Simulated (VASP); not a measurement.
A run of VASP 6.6.1:

File INCAR:

```
SYSTEM = Ag
PREC     = Accurate       ! precision mode
ENCUT    = 500            ! plane-wave cutoff, eV
EDIFF    = 1E-6           ! SCF threshold, eV
ISMEAR   = -1             ! smearing method
SIGMA    = 0.05           ! smearing width, eV
LREAL    = .False.        ! projectors in reciprocal space
LASPH    = .True.         ! aspherical terms in the spheres
NELM     = 120            ! most SCF steps
ALGO     = Normal         ! electronic algorithm
ISIF     = 2              ! what is computed and relaxed
LWAVE    = .False.        ! write WAVECAR
LCHARG   = .True.         ! write CHGCAR
LELF     = .True.         ! ELF
LVHAR    = .True.       
NBANDS   = 12             ! bands
GGA_COMPAT= .False.
```

File KPOINTS:

```
Automatic mesh
0
Gamma
  19 19 19
  0 0 0
```

The input POSCAR:

```
Ag
1.0
    0.0000000000      1.6912561416      1.6912561416
    1.6912561416      0.0000000000      1.6912561416
    1.6912561416      1.6912561416      0.0000000000
Ag
1
Direct
    0.0000000000      0.0000000000      0.0000000000
```

Potentials or basis: VASP PAW LDA potentials, release 64 (Ag).

Launch:

```bash
$ cat potpaw_LDA.64/Ag/POTCAR > POTCAR
$ mpirun -np 1 vasp_std > vasp.out
```

Hardware: 1 thread of AMD EPYC 7R43 64-Core Processor (Zen 3) (shared host).

**Question.** Estimate the wall time of this run.

**Answer.** It took 18 s on 1 thread of AMD EPYC 7R43 64-Core Processor (Zen 3) (shared host), peak memory 0.1 GiB. Counts: scf iterations 11, k points 220.
